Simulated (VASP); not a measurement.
# Mg16Ge7As (a cell with a defect) in VASP: settings compared, part 2 of 2

VASP 6.6.1. The steps go on from the part before.

### Step 3. Electric field gradients, r2SCAN

File POSCAR:

```
Mg16Ge7As
1.0
    0.0000000000      6.3780000000      6.3780000000
    6.3780000000      0.0000000000      6.3780000000
    6.3780000000      6.3780000000      0.0000000000
Mg As Ge
16 1 7
Direct
    0.1280065012      0.1280065012      0.1280065012
    0.1280065012      0.1280065012      0.6159804963
    0.1280065012      0.6159804963      0.1280065012
    0.1278058159      0.6240647280      0.6240647280
    0.6159804963      0.1280065012      0.1280065012
    0.6240647280      0.1278058159      0.6240647280
    0.6240647280      0.6240647280      0.1278058159
    0.6240647280      0.6240647280      0.6240647280
    0.3759352720      0.3759352720      0.3759352720
    0.3759352720      0.3759352720      0.8721941841
    0.3759352720      0.8721941841      0.3759352720
    0.3840195037      0.8719934988      0.8719934988
    0.8721941841      0.3759352720      0.3759352720
    0.8719934988      0.3840195037      0.8719934988
    0.8719934988      0.8719934988      0.3840195037
    0.8719934988      0.8719934988      0.8719934988
    0.0000000000      0.0000000000      0.0000000000
    0.0000000000      0.0000000000      0.5000000000
    0.0000000000      0.5000000000      0.0000000000
    0.0000000000      0.5000000000      0.5000000000
    0.5000000000      0.0000000000      0.0000000000
    0.5000000000      0.0000000000      0.5000000000
    0.5000000000      0.5000000000      0.0000000000
    0.5000000000      0.5000000000      0.5000000000
```

File INCAR.step1:

```
  ALGO = Normal
  EDIFF = 1E-4
  ENCUT = 520
  GGA = PE
  ISMEAR = -1
  LASPH = True
  LCHARG = False
  LREAL = Auto
  LWAVE = True
  NBANDS = 86
  NELECT = 134.0
  NELM = 100
  PREC = Accurate
  SIGMA = 0.01
```

File INCAR.step2:

```
  ALGO = Normal
  EDIFF = 1E-8
  ENCUT = 520
  ISIF = 2
  ISMEAR = -1
  ISTART = 1
  LASPH = True
  LCHARG = False
  LEFG = True
  LMIXTAU = True
  LREAL = Auto
  LWAVE = False
  METAGGA = R2SCAN
  NBANDS = 86
  NELECT = 134.0
  NELM = 100
  PREC = Accurate
  SIGMA = 0.01
```

File KPOINTS:

```
k-points
0
Gamma
  3 3 3
```

Potentials or basis: VASP PAW PBE potentials, release 64 (Mg, As, Ge_d).

Command:

```bash
> cat potpaw_PBE.64/Mg/POTCAR potpaw_PBE.64/As/POTCAR potpaw_PBE.64/Ge_d/POTCAR > POTCAR
> cp INCAR.step1 INCAR
> mpirun -np 1 vasp_std > vasp.out
> cp INCAR.step2 INCAR
> mpirun -np 1 vasp_std > vasp.out
```

OUTCAR:

```text
EDIFF = 1E-8
   ENCUT = 520
   ISIF = 2
   ISMEAR = -1
   ISTART = 1
   LASPH = True
   LREAL = Auto
   METAGGA = R2SCAN
   NELECT = 134.0
   NELM = 100
   PREC = Accurate

 ion  position               nearest neighbor table
   1  0.128  0.128  0.128-  19 2.74  21 2.74  18 2.74  17 2.83  11 3.16  13 3.16  10 3.16  14 3.27
                            15 3.27  12 3.27
   2  0.128  0.128  0.616-  18 2.74  20 2.74  22 2.74  17 2.83  11 3.16  13 3.16   9 3.16  16 3.27
                            14 3.27  12 3.27
   3  0.128  0.616  0.128-  19 2.74  20 2.74  23 2.74  17 2.83  10 3.16  13 3.16   9 3.16  16 3.27
                            15 3.27  12 3.27
   4  0.128  0.624  0.624-  24 2.74  20 2.77  18 2.77  19 2.77  14 3.16  15 3.16  16 3.16   9 3.17
                            11 3.17  10 3.17
   5  0.616  0.128  0.128-  21 2.74  22 2.74  23 2.74  17 2.83  10 3.16  11 3.16   9 3.16  16 3.27
                            15 3.27  14 3.27
   6  0.624  0.128  0.624-  24 2.74  22 2.77  18 2.77  21 2.77  12 3.16  15 3.16  16 3.16   9 3.17
                            10 3.17  13 3.17
   7  0.624  0.624  0.128-  24 2.74  23 2.77  19 2.77  21 2.77  12 3.16  14 3.16  16 3.16   9 3.17
                            11 3.17  13 3.17
   8  0.624  0.624  0.624-  24 2.74  22 2.77  23 2.77  20 2.77  14 3.16  15 3.16  12 3.16  11 3.17
                            10 3.17  13 3.17
   9  0.376  0.376  0.376-  24 2.74  22 2.77  23 2.77  20 2.77   3 3.16   5 3.16   2 3.16   6 3.17
[... 27 lines left out ...]
  23  0.500  0.500  0.000-   3 2.74   5 2.74  12 2.74  14 2.74   7 2.77  10 2.77   9 2.77   8 2.77

[... 600 lines left out ...]
 ion       V_xx      V_yy      V_zz      V_xy      V_xz      V_yz
---------------------------------------------------------------------
   1      -0.000    -0.000    -0.000     4.163     4.163     4.163
   2       0.000     0.000    -0.000     4.163    -4.163    -4.163
   3       0.000    -0.000     0.000    -4.163     4.163    -4.163
   4       0.000    -0.000    -0.000     0.703     0.703    -0.703
   5      -0.000     0.000     0.000    -4.163    -4.163     4.163
   6      -0.000     0.000    -0.000     0.703    -0.703     0.703
[... 16 lines left out ...]
  23       2.119     2.119    -4.239    -7.416    -0.003    -0.003
  24      -0.000    -0.000     0.000    -0.003    -0.003    -0.003
---------------------------------------------------------------------

 Electric field gradients after diagonalization (V/A^2)
 (convention: |V_zz| > |V_xx| > |V_yy|)
----------------------------------------------------------------------
 ion       V_xx      V_yy      V_zz     asymmetry (V_yy - V_xx)/ V_zz
----------------------------------------------------------------------
   1      -4.163    -4.163     8.327       0.000
   2      -4.163    -4.163     8.327       0.000
   3      -4.163    -4.163     8.327       0.000
   4       0.703     0.703    -1.406       0.000
   5      -4.163    -4.163     8.327       0.000
   6       0.703     0.703    -1.406       0.000
[... 16 lines left out ...]
  23      -5.297    -4.239     9.535       0.111
  24       0.003     0.003    -0.006       0.000
----------------------------------------------------------------------

           NMR quadrupolar parameters

 Cq : quadrupolar parameter    Cq=e*Q*V_zz/h
 eta: asymmetry parameters     (V_yy - V_xx)/ V_zz
 Q  : nuclear electric quadrupole moment in mb (millibarn)
----------------------------------------------------------------------
 ion       Cq(MHz)       eta       Q (mb)
----------------------------------------------------------------------
   1       0.020       0.000       1.000
   2       0.020       0.000       1.000
   3       0.020       0.000       1.000
   4      -0.003       0.000       1.000
   5       0.020       0.000       1.000
   6      -0.003       0.000       1.000
[... 16 lines left out ...]
  23       0.023       0.111       1.000
  24      -0.000       0.000       1.000
----------------------------------------------------------------------
```

OSZICAR.step1:

```text
N       E                     dE             d eps       ncg     rms          rms(c)
DAV:   1     0.134061306848E+04    0.13406E+04   -0.56642E+04   878   0.257E+03
DAV:   2     0.191528342552E+03   -0.11491E+04   -0.11005E+04   688   0.779E+02
DAV:   3    -0.530909800640E+02   -0.24462E+03   -0.23580E+03   774   0.201E+02
DAV:   4    -0.743888911005E+02   -0.21298E+02   -0.21086E+02   824   0.641E+01
DAV:   5    -0.750442319383E+02   -0.65534E+00   -0.65415E+00   776   0.121E+01    0.918E+00
DAV:   6    -0.719329843260E+02    0.31112E+01   -0.44246E+00   794   0.513E+00    0.484E+00
DAV:   7    -0.712293906378E+02    0.70359E+00   -0.30878E+00   816   0.469E+00    0.146E+00
DAV:   8    -0.712468250829E+02   -0.17434E-01   -0.36771E-01   810   0.319E+00    0.449E-01
DAV:   9    -0.712402490215E+02    0.65761E-02   -0.57782E-02   832   0.122E+00    0.182E-01
DAV:  10    -0.712396191780E+02    0.62984E-03   -0.47219E-03   756   0.317E-01    0.620E-02
DAV:  11    -0.712397233806E+02   -0.10420E-03   -0.15777E-03   848   0.179E-01    0.370E-02
DAV:  12    -0.712396770559E+02    0.46325E-04   -0.12018E-04   480   0.545E-02
   1 F= -.71239677E+02 E0= -.71238856E+02  d E =-.164256E-02
```

Run time: 15 min. Hardware: 1 thread of Intel Xeon 6975P-C (Granite Rapids), shared host; peak memory 0.87 GiB.

Results:

* Free energy: -191.0941 eV
* Largest force: 0.031 eV/Å
* Largest electric field gradient by atom: Mg +8.3, -1.4 (each value once); As -0.0; Ge +9.5, -0.0 (each value once) V/Å²

Forces in eV/Å, atoms in the order of the input:
```
Mg   0.012  0.012  0.012
Mg  -0.012 -0.012  0.012
Mg  -0.012  0.012 -0.012
Mg  -0.018  0.018  0.018
Mg   0.012 -0.012 -0.012
Mg   0.018 -0.018  0.018
Mg   0.018  0.018 -0.018
Mg  -0.018 -0.018 -0.018
Mg   0.018  0.018  0.018
Mg  -0.018 -0.018  0.018
Mg  -0.018  0.018 -0.018
Mg  -0.012  0.012  0.012
Mg   0.018 -0.018 -0.018
Mg   0.012 -0.012  0.012
Mg   0.012  0.012 -0.012
Mg  -0.012 -0.012 -0.012
As   0.000  0.000  0.000
Ge   0.000  0.000  0.000
Ge   0.000  0.000  0.000
Ge   0.000  0.000  0.000
Ge   0.000  0.000  0.000
Ge   0.000  0.000  0.000
Ge   0.000  0.000  0.000
Ge   0.000  0.000  0.000
```

Levels at points of the mesh, in eV from the Fermi level:
| k point | band 64 | band 65 | band 66 | band 67 | band 68 | band 69 | band 70 | band 71 |
| --- | --- | --- | --- | --- | --- | --- | --- | --- |
| (0.00, 0.00, 0.00) | -0.80 | -0.16 | -0.16 | -0.16 | 0.15 | 0.42 | 0.42 | 0.89 |

Electric field gradients, principal values (V/Å²):
```csv
atom,least,middle,greatest (by size)
1 Mg,-4.163,-4.163,8.327
2 Mg,-4.163,-4.163,8.327
3 Mg,-4.163,-4.163,8.327
4 Mg,0.703,0.703,-1.406
5 Mg,-4.163,-4.163,8.327
6 Mg,0.703,0.703,-1.406
7 Mg,0.703,0.703,-1.406
8 Mg,0.703,0.703,-1.406
9 Mg,0.703,0.703,-1.406
10 Mg,0.703,0.703,-1.406
11 Mg,0.703,0.703,-1.406
12 Mg,-4.163,-4.163,8.327
13 Mg,0.703,0.703,-1.406
14 Mg,-4.163,-4.163,8.327
15 Mg,-4.163,-4.163,8.327
16 Mg,-4.163,-4.163,8.327
17 As,-0.001,-0.001,0.001
18 Ge,-4.238,-5.290,9.528
19 Ge,-4.238,-5.290,9.528
20 Ge,-4.239,-5.297,9.535
21 Ge,-4.238,-5.290,9.528
22 Ge,-4.239,-5.297,9.535
23 Ge,-4.239,-5.297,9.535
24 Ge,0.003,0.003,-0.006
```

Caveat: the cell carries a net charge on a neutralising background, which shifts energy and pressure; the cell is charged against a uniform background, so pressure and absolute levels hang on convention; without QUAD_EFG the Cq values of the log hold for a quadrupole moment of 1 mb, not for the nuclei; the PAW data sets were made with another functional, which shifts forces and pressure a little.
